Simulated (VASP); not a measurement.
# GaSb (F-43m) in VASP: further runs

GaSb is run at these levels: r2SCAN; tasks: relaxation of cell and atoms, single point.

Everything below comes from runs of VASP 6.6.1. Logs are shortened: lines on timing, memory, paths and dates and some standing lists are left out, and cuts for length are marked.

## (1) The cell of the first run

Symmetry: F-43m, No. 216, cubic system. The conventional cell has a = 6.133 Å, b = 6.133 Å, c = 6.133 Å, α = 90.00°, β = 90.00°, γ = 90.00°. Within 3.5 Å of Ga (site symmetry -43m) lie 4 Sb at 2.66 Å. Within 3.5 Å of Sb (site symmetry -43m) lie 4 Ga at 2.66 Å.

## (2) Relaxation of cell and atoms, r2SCAN, target pressure 15 GPa, at which the enthalpy is minimised

POSCAR reads:

```
GaSb
1.0
    3.0662848511      3.0662848511      0.0000000000
   -3.0662848511      3.0662848511      0.0000000000
    0.0000000000      3.0662848511      3.0662848511
Ga Sb
1 1
Direct
    0.0000000000      0.0000000000      0.0000000000
    0.7500000000      0.2500000000      0.5000000000
```

INCAR.step1 reads:

```
PREC = Accurate
ENCUT = 600
ISMEAR = 0
SIGMA = 0.01
LREAL = F
LASPH = T
NELM = 100
GGA = PE
ALGO = Normal
EDIFF = 1E-4
LWAVE = T
LCHARG = F
```

INCAR.step2 reads:

```
PREC = Accurate
ENCUT = 600
EDIFF = 1E-6
ISMEAR = 0
SIGMA = 0.01
LREAL = F
LASPH = T
NELM = 100
ALGO = Normal
ISIF = 3
LWAVE = F
LCHARG = F
METAGGA = R2SCAN
LMIXTAU = T
IBRION = 2
NSW = 100
EDIFFG = -0.002
PSTRESS = 150.0
ISTART = 1
```

KPOINTS reads:

```
regular mesh
0
Gamma
  6 6 6
```

Potentials or basis: VASP PAW PBE potentials, release 64 (Ga_d, Sb).

Started as:

```console
> cat potpaw_PBE.64/Ga_d/POTCAR potpaw_PBE.64/Sb/POTCAR > POTCAR
> cp INCAR.step1 INCAR
> mpirun -np 1 vasp_std > vasp.out
> cp INCAR.step2 INCAR
> mpirun -np 1 vasp_std > vasp.out
```

OUTCAR:

```text
PREC = Accurate
   ENCUT = 600
   EDIFF = 1E-6
   ISMEAR = 0
   LREAL = F
   LASPH = T
   NELM = 100
   ISIF = 3
   METAGGA = R2SCAN
   IBRION = 2
   NSW = 100
   EDIFFG = -0.002
   PSTRESS = 150.0
   ISTART = 1

 ion  position               nearest neighbor table
   1  0.000  0.000  0.000-   2 2.66   2 2.66   2 2.66   2 2.66
   2  0.750  0.250  0.500-   1 2.66   1 2.66   1 2.66   1 2.66

  LATTYP: Found a face centered cubic cell.
 ALAT       =     6.1325697022

  Lattice vectors:

 A1 = (   0.0000000000,   3.0662848511,   3.0662848511)
 A2 = (   3.0662848511,   0.0000000000,   3.0662848511)
 A3 = (   3.0662848511,   3.0662848511,   0.0000000000)

Analysis of symmetry for initial positions (statically):
=====================================================================
 Subroutine PRICEL returns:
 Original cell was already a primitive cell.

 Routine SETGRP: Setting up the symmetry group for a
 face centered cubic supercell.

 Subroutine GETGRP returns: Found 24 space group operations
 (whereof 24 operations were pure point group operations)
 out of a pool of 48 trial point group operations.

The static configuration has the point symmetry T_d .

Analysis of symmetry for dynamics (positions and initial velocities):
=====================================================================
 Subroutine PRICEL returns:
 Original cell was already a primitive cell.

 Routine SETGRP: Setting up the symmetry group for a
 face centered cubic supercell.

 Subroutine GETGRP returns: Found 24 space group operations
 (whereof 24 operations were pure point group operations)
 out of a pool of 48 trial point group operations.

The dynamic configuration has the point symmetry T_d .

 Subroutine INISYM returns: Found 24 space group operations
 (whereof 24 operations are pure point group operations),
 and found     1 'primitive' translations

----------------------------------------------------------------------------------------

                                     Primitive cell

  volume of cell :      57.6591

  direct lattice vectors                    reciprocal lattice vectors
     3.066284851  3.066284851  0.000000000     0.163063781  0.163063781 -0.163063781
    -3.066284851  3.066284851  0.000000000    -0.163063781  0.163063781 -0.163063781
     0.000000000  3.066284851  3.066284851     0.000000000  0.000000000  0.326127561

  length of vectors
     4.336381623  4.336381623  4.336381623     0.282434753  0.282434753  0.326127561

  position of ions in fractional coordinates (direct lattice)
     0.000000000  0.000000000  0.000000000
     0.750000000  0.250000000  0.500000000

  ion indices of the primitive-cell ions
   primitive index   ion index
                 1           1
                 2           2

----------------------------------------------------------------------------------------

 KPOINTS: regular mesh

Automatic generation of k-mesh.
 Grid dimensions read from file:
 generate k-points for:    6    6    6

 Generating k-lattice:

  Cartesian coordinates                     Fractional coordinates (reciprocal lattice)
     0.027177297  0.027177297 -0.027177297     0.166666667  0.000000000  0.000000000
    -0.027177297  0.027177297 -0.027177297     0.000000000  0.166666667  0.000000000
     0.000000000  0.000000000  0.054354594     0.000000000  0.000000000  0.166666667

  Length of vectors
     0.047072459  0.047072459  0.054354594

  Shift w.r.t. Gamma in fractional coordinates (k-lattice)
     0.000000000  0.000000000  0.000000000

 Subroutine IBZKPT returns following result:
 ===========================================

 Found     16 irreducible k-points:

 Following reciprocal coordinates:
            Coordinates               Weight
  0.000000  0.000000  0.000000      1.000000
  0.166667  0.000000  0.000000      8.000000
  0.333333  0.000000  0.000000      8.000000
  0.500000  0.000000  0.000000      4.000000
  0.166667  0.166667  0.000000     12.000000
  0.333333  0.166667  0.000000     24.000000
[... 8 lines left out ...]
  0.500000  0.333333  0.166667     24.000000
  0.500000  0.500000  0.166667     12.000000
   k-points           NKPTS =     16   k-points in BZ     NKDIM =     16   number of bands    NBANDS=     13
   number of dos      NEDOS =    301   number of ions     NIONS =      2
   total plane-waves  NPLWV =  46656
   dimension x,y,z NGX =    36 NGY =   36 NGZ =   36
   dimension x,y,z NGXF=    72 NGYF=   72 NGZF=   72
   ions per type =               1   1
   NGX,Y,Z   is equivalent  to a cutoff of  13.80, 13.80, 13.80 a.u.
   NGXF,Y,Z  is equivalent  to a cutoff of  27.60, 27.60, 27.60 a.u.
 SYSTEM =  unknown system
   PREC   = accura    normal or accurate (medium, high low for compatibility)
   ISTART =      1    job   : 0-new  1-cont  2-samecut
   ICHARG =      0    charge: 1-file 2-atom 10-const
   ISPIN  =      1    spin polarized calculation?
   LNONCOLLINEAR =      F non collinear calculations
   LSORBIT =      F    spin-orbit coupling
   LASPH  =      T    aspherical Exc in radial PAW
   ENCUT  =  600.0 eV  44.10 Ry    6.64 a.u.   8.66  8.66  8.66*2*pi/ulx,y,z
   NELM   =    100;   NELMIN=  2; NELMDL=  0     # of ELM steps
   EDIFF  = 0.1E-05   stopping-criterion for ELM
   LREAL  =      F    real-space projection
   EDIFFG = -.2E-02   stopping-criterion for IOM
   NSW    =    100    number of steps for IOM
   IBRION =      2    ionic relax: 0-MD 1-quasi-New 2-CG
   NFREE  =      1    steps in history (QN), initial steepest desc. (CG)
   ISIF   =      3    stress and relaxation
   ISYM   =      2    0-nonsym 1-usesym 2-fastsym
   POTIM  = 0.5000    time-step for ionic-motion
   TEBEG  =    0.0;   TEEND  =   0.0 temperature during run
   PSTRESS=  150.0 pullay stress
   NELECT =      18.0000    total number of electrons
   NUPDOWN=      -1.0000    fix difference up-down
   EMIN   =  10.00;   EMAX   =-10.00  energy-range for DOS
   EFERMI =   0.00;   METHOD = LEGACY
   ISMEAR =     0;   SIGMA  =   0.01  broadening in eV -4-tet -1-fermi 0-gaus
   EFERMI_NEDOS =   21; number of points for ismear=-14 and -15
   IALGO  =     38    algorithm
   IMIX   =      4    mixing-type and parameters
     AMIX     =   0.40;   BMIX     =  1.00
     AMIX_MAG =   1.60;   BMIX_MAG =  1.00
  volume/ion in A,a.u.               =      28.83       194.55
  Fermi-wavevector in a.u.,A,eV,Ry     =   1.110563  2.098660 16.780746  1.233350
  Thomas-Fermi vector in A             =   2.247116
   LORBIT       =      0    0 simple, 1 ext, 2 COOP (PROOUT), +10 PAW based schemes
   METAGGA = R2SCAN    functional components
   LHFCALC =     F    Hartree Fock is set to
   AEXX    =    0.0000 exact exchange contribution
   IVDW    =     0    specifies the selected vdW correction
   LEPSILON=     F    determine dielectric tensor
   LRPA    =     F    only Hartree local field effects (RPA)
 conjugate gradient relaxation of ions
 non-spin polarized calculation
 Gauss-broadening in eV      SIGMA  =   0.01
  energy-cutoff  :      600.00
  volume of cell :       57.66
 maximum number of plane-waves:      1964
 NGX is ok and might be reduce to    36
   NGX = 17   NGY = 17   NGZ = 17

--------------------------------------- Ionic step        1  -------------------------------------------

 number of electron      18.0000003 magnetization

 Free energy of the ion-electron system (eV)
  ---------------------------------------------------
  ext. energy  EPLUGINS =         0.00000000
  ---------------------------------------------------
  free energy    TOTEN  =       -37.57994607 eV

  energy without entropy =      -37.57994607  energy(sigma->0) =      -37.57994607

 E-fermi :   4.7328     XC(G=0):  -9.6848

 val. band max:        4.6175572111   @ k =   0.0000   0.0000   0.0000
 cond. band min:       5.0122115047   @ k =   0.0000   0.0000   0.0000
 fundamental gap:      0.3946542936
 Fermi energy:         4.7327976874

 k-point     1 :       0.0000    0.0000    0.0000
  band No.  band energies     occupation
      1     -10.8768      2.00000
      2     -10.8768      2.00000
      3     -10.8767      2.00000
      4     -10.8213      2.00000
      5     -10.8212      2.00000
      6      -7.2621      2.00000
      7       4.6175      2.00000
      8       4.6175      2.00000
      9       4.6176      2.00000
     10       5.0122      0.00000
     11       7.5979      0.00000
     12       7.5980      0.00000
     13       7.5980      0.00000
[... 273 lines left out ...]
  enthalpy is  TOTEN    =       -32.1817560927 eV   P V=        5.3981899771

--------------------------------------- Ionic step        2  -------------------------------------------

 number of electron      18.0000002 magnetization

 E-fermi :  10.2426     XC(G=0): -11.7798

 val. band max:       10.1276916550   @ k =   0.0000   0.0000   0.0000
 cond. band min:      10.3492372917   @ k =   0.5000   0.5000   0.0000
 fundamental gap:      0.2215456367
 Fermi energy:        10.2426039414

 k-point     1 :       0.0000    0.0000    0.0000
  band No.  band energies     occupation
      1      -6.9858      2.00000
      2      -6.9858      2.00000
      3      -6.9858      2.00000
      4      -6.8187      2.00000
      5      -6.8187      2.00000
      6      -5.7226      2.00000
      7      10.1277      2.00000
      8      10.1277      2.00000
      9      10.1277      2.00000
     10      12.6816      0.00000
     11      12.6816      0.00000
     12      12.6816      0.00000
     13      13.9824      0.00000
[... 463 lines left out ...]
  enthalpy is  TOTEN    =       -32.7002998253 eV   P V=        4.5002261966

--------------------------------------- Ionic step        8  -------------------------------------------

 number of electron      18.0000003 magnetization

 Free energy of the ion-electron system (eV)
  ---------------------------------------------------
  ext. energy  EPLUGINS =         0.00000000
  ---------------------------------------------------
  free energy    TOTEN  =       -37.20149746 eV

  energy without entropy =      -37.20149746  energy(sigma->0) =      -37.20149746

 E-fermi :   6.7454     XC(G=0): -10.5555

 val. band max:        6.6921596794   @ k =   0.0000   0.0000   0.0000
 cond. band min:       7.5456438288   @ k =   0.5000   0.5000   0.0000
 fundamental gap:      0.8534841493
 Fermi energy:         6.7453977388

 k-point     1 :       0.0000    0.0000    0.0000
  band No.  band energies     occupation
      1      -9.2756      2.00000
      2      -9.2756      2.00000
      3      -9.2756      2.00000
      4      -9.1832      2.00000
      5      -9.1832      2.00000
      6      -6.6622      2.00000
      7       6.6921      2.00000
      8       6.6922      2.00000
      9       6.6922      2.00000
     10       8.5457      0.00000
     11       9.5611      0.00000
     12       9.5611      0.00000
     13       9.5611      0.00000
[... 267 lines left out ...]
  FREE ENERGIE OF THE ION-ELECTRON SYSTEM (eV)
  ---------------------------------------------------
  free  energy   TOTEN  =       -37.2014974614 eV

  energy  without entropy=      -37.2014974614  energy(sigma->0) =      -37.20149746

  enthalpy is  TOTEN    =       -32.7002992188 eV   P V=        4.5011982426

 reached required accuracy - stopping structural energy minimisation
```

It took 2.9 min on 1 thread of Intel Xeon 6975P-C (Granite Rapids), shared host; peak memory 0.24 GiB.

What came out:

```yaml
Free_energy: -37.2015 eV
Relaxed_volume: 24.04 Å³/atom
Relaxed_cell: a = 4.082 Å, b = 4.082 Å, c = 4.082 Å, α = 60.00°, β = 60.00°, γ = 90.00°
Space_group_after_relaxing_to_0.05_Å: F-43m (No. 216)
Energy_change_on_relaxing_the_enthalpy_is_what_falls: +189.2 meV/atom
Ionic_steps: 8
Pressure_after_relaxing: 15.0 GPa
Band_gap_on_the_k_mesh: 0.85 eV, indirect (least direct gap 1.85 eV)
```

Step by step:
```tsv
step	energy change (eV)	largest force (eV/Å)	pressure (GPa)	volume (Å³)
1	0.0000	0.0000	0.02	57.66
2	2.4510	0.0000	58.19	37.96
3	0.3328	0.0000	13.82	48.59
4	0.3674	0.0000	14.74	48.20
5	0.3840	0.0000	15.15	48.02
6	0.3712	0.0000	14.81	48.16
7	0.3794	0.0000	15.02	48.07
8	0.3784	0.0000	15.01	48.08
```

Final structure:
```xyz
2
Lattice="2.8861 2.8861 0.0000 -2.8861 2.8861 0.0000 0.0000 2.8861 2.8861" Properties=species:S:1:pos:R:3 pbc="T T T"
Ga    0.0000    5.7721    0.0000
Sb    1.4430    4.3291    1.4430
```

Levels at points of the mesh, in eV from the valence-band top:
| k point | band 5 | band 6 | band 7 | band 8 | band 9 | band 10 | band 11 | band 12 | band 13 |
| --- | --- | --- | --- | --- | --- | --- | --- | --- | --- |
| (0.00, 0.00, 0.00) | -15.88 | -13.35 | 0.00 | 0.00 | 0.00 | 1.85 | 2.87 | 2.87 | 2.87 |
| (0.50, 0.00, 0.00) | -15.88 | -11.12 | -7.64 | -1.55 | -1.55 | 1.12 | 3.94 | 3.94 | 6.76 |
| (0.50, 0.50, 0.00) | -15.87 | -9.94 | -8.00 | -3.42 | -3.42 | 0.85 | 1.09 | 10.47 | 10.47 |

Caveat: the cell is relaxed towards a set pressure, so the enthalpy falls and the energy may rise; the volume moved by over 15 % at a fixed basis, so the end points are rough; the PAW data sets were made with another functional, which shifts forces and pressure a little; spin-orbit coupling is left out, which moves the levels of the heavy elements. r2SCAN opens gaps a little over a GGA but as a rule still falls short of measured ones.

## (3) Single point, r2SCAN

This run uses another cell than the first one, of 24.01 Å³/atom, 0.833 times its volume.

POSCAR reads:

```
GaSb
1.0
    2.8847910976      2.8847910976      0.0000000000
   -2.8847910976      2.8847910976      0.0000000000
    0.0000000000      2.8847910976      2.8847910976
Ga Sb
1 1
Direct
    0.0000000000      0.0000000000      0.0000000000
    0.7500000000      0.2500000000      0.5000000000
```

INCAR.step1 reads:

```
  ALGO = Normal
  EDIFF = 1E-4
  ENCUT = 520
  GGA = PE
  ISMEAR = 0
  LASPH = True
  LCHARG = False
  LREAL = False
  LWAVE = True
  NBANDS = 16
  NELM = 60
  PREC = Accurate
  SIGMA = 0.01
```

INCAR.step2 reads:

```
  ALGO = Normal
  EDIFF = 1E-7
  ENCUT = 520
  ISIF = 2
  ISMEAR = 0
  ISTART = 1
  LASPH = True
  LCHARG = True
  LELF = True
  LMIXTAU = True
  LREAL = False
  LVHAR = True
  LWAVE = False
  METAGGA = R2SCAN
  NBANDS = 16
  NELM = 60
  PREC = Accurate
  SIGMA = 0.01
```

KPOINTS reads:

```
k-points
0
Gamma
  6 6 6
```

Potentials or basis: VASP PAW PBE potentials, release 64 (Ga_d, Sb).

Started as:

```console
> cat potpaw_PBE.64/Ga_d/POTCAR potpaw_PBE.64/Sb/POTCAR > POTCAR
> cp INCAR.step1 INCAR
> mpirun -np 1 vasp_std > vasp.out
> cp INCAR.step2 INCAR
> mpirun -np 1 vasp_std > vasp.out
```

It took 40 s on 1 thread of AMD EPYC 9R45 (Zen 5), shared host; peak memory 0.14 GiB.

It converged, with:

- Free energy: -37.1924 eV
- Pressure: 15.2 GPa
- Band gap on the k mesh: 0.85 eV, indirect (least direct gap 1.86 eV)

Levels at points of the mesh, in eV from the valence-band top:
```csv
k point,band 6,band 7,band 8,band 9,band 10,band 11,band 12,band 13
"(0.00, 0.00, 0.00)",-13.37,0.00,0.00,0.00,1.86,2.87,2.87,2.87
"(0.50, 0.00, 0.00)",-11.13,-7.65,-1.55,-1.55,1.12,3.94,3.94,6.76
"(0.50, 0.50, 0.00)",-9.95,-8.01,-3.42,-3.42,0.85,1.09,10.48,10.48
```

Caveat: the PAW data sets were made with another functional, which shifts forces and pressure a little; spin-orbit coupling is left out, which moves the levels of the heavy elements. A k mesh can miss the band edges.

## (4) Single point, r2SCAN

This run uses another cell than the first one, of 25.17 Å³/atom, 0.873 times its volume.

POSCAR reads:

```
GaSb
1.0
    2.9304646627      2.9304646627      0.0000000000
   -2.9304646627      2.9304646627      0.0000000000
    0.0000000000      2.9304646627      2.9304646627
Ga Sb
1 1
Direct
    0.0000000000      0.0000000000      0.0000000000
    0.7500000000      0.2500000000      0.5000000000
```

INCAR.step1 reads:

```
SYSTEM = GaSb
PREC = Accurate ; ENCUT = 520
ISMEAR = 0 ; SIGMA = 0.01
LREAL = .False. ; LASPH = .True.
NELM = 80 ; NBANDS = 16
GGA = PE ; ALGO = Normal
EDIFF = 1E-4 ; LWAVE = .True.
LCHARG = .False.
```

INCAR.step2 reads:

```
SYSTEM = GaSb
PREC = Accurate ; ENCUT = 520
EDIFF = 1E-6 ; ISMEAR = 0
SIGMA = 0.01 ; LREAL = .False.
LASPH = .True. ; NELM = 80
ALGO = Normal ; ISIF = 2
LWAVE = .False. ; LCHARG = .False.
METAGGA = R2SCAN ; LMIXTAU = .True.
NBANDS = 16 ; ISTART = 1
```

KPOINTS reads:

```
regular mesh
0
Gamma
  6 6 6
  0 0 0
```

Started as:

```console
> cat potpaw_PBE.64/Ga_d/POTCAR potpaw_PBE.64/Sb/POTCAR > POTCAR
> cp INCAR.step1 INCAR
> mpirun -np 1 vasp_std > vasp.out
> cp INCAR.step2 INCAR
> mpirun -np 1 vasp_std > vasp.out
```

It took 28 s on 1 thread of AMD EPYC 9R45 (Zen 5), shared host; peak memory 0.15 GiB.

The run converged. Its results:

- Free energy: -37.3737 eV
- Pressure: 10.1 GPa
- Band gap on the k mesh: 0.94 eV, indirect (least direct gap 1.47 eV)

Levels at points of the mesh, in eV from the valence-band top:
| k point | band 6 | band 7 | band 8 | band 9 | band 10 | band 11 | band 12 | band 13 |
| --- | --- | --- | --- | --- | --- | --- | --- | --- |
| (0.00, 0.00, 0.00) | -12.95 | 0.00 | 0.00 | 0.00 | 1.47 | 2.91 | 2.91 | 2.91 |
| (0.50, 0.00, 0.00) | -10.86 | -7.33 | -1.45 | -1.45 | 1.00 | 3.97 | 3.97 | 6.82 |
| (0.50, 0.50, 0.00) | -9.76 | -7.73 | -3.21 | -3.21 | 0.94 | 1.21 | 10.15 | 10.15 |

Caveat: the PAW data sets were made with another functional, which shifts forces and pressure a little; spin-orbit coupling is left out, which moves the levels of the heavy elements. r2SCAN opens gaps a little over a GGA but as a rule still falls short of measured ones.

## (5) Single point, r2SCAN

This run uses another cell than the first one, of 25.17 Å³/atom, 0.873 times its volume.

POSCAR is that of step 4.

INCAR.step1 reads:

```
ALGO = Normal
EDIFF = 1E-4
ENCUT = 520
GGA = PE
ISMEAR = 0
LASPH = T
LCHARG = F
LREAL = F
LWAVE = T
NBANDS = 16
NELM = 80
PREC = Accurate
SIGMA = 0.01
```

INCAR.step2 reads:

```
ALGO = Normal
EDIFF = 1E-6
ENCUT = 520
ISIF = 2
ISMEAR = 0
ISTART = 1
LASPH = T
LCHARG = T
LELF = T
LMIXTAU = T
LREAL = F
LVHAR = T
LWAVE = F
METAGGA = R2SCAN
NBANDS = 16
NELM = 80
PREC = Accurate
SIGMA = 0.01
```

KPOINTS reads:

```
k-points
0
Gamma
  6 6 6
```

Started as:

```console
> cat potpaw_PBE.64/Ga_d/POTCAR potpaw_PBE.64/Sb/POTCAR > POTCAR
> cp INCAR.step1 INCAR
> mpirun -np 1 vasp_std > vasp.out
> cp INCAR.step2 INCAR
> mpirun -np 1 vasp_std > vasp.out
```

Wall time 30 s (1 thread of AMD EPYC 9R45 (Zen 5), shared host); peak memory 0.15 GiB.

Results (log left out):

| Property | Result |
| --- | --- |
| Free energy | -37.3737 eV |
| Pressure | 10.1 GPa |
| Band gap on the k mesh | 0.94 eV, indirect (least direct gap 1.47 eV) |

Levels at points of the mesh, in eV from the valence-band top:
```csv
k point,band 7,band 8,band 9,band 10,band 11,band 12
"(0.00, 0.00, 0.00)",0.00,0.00,0.00,1.47,2.91,2.91
"(0.50, 0.00, 0.00)",-7.33,-1.45,-1.45,1.00,3.97,3.97
"(0.50, 0.50, 0.00)",-7.73,-3.21,-3.21,0.94,1.21,10.15
```

Caveat: the PAW data sets were made with another functional, which shifts forces and pressure a little; spin-orbit coupling is left out, which moves the levels of the heavy elements. A k mesh can miss the band edges.

(Part 1 of 2 ends here.)
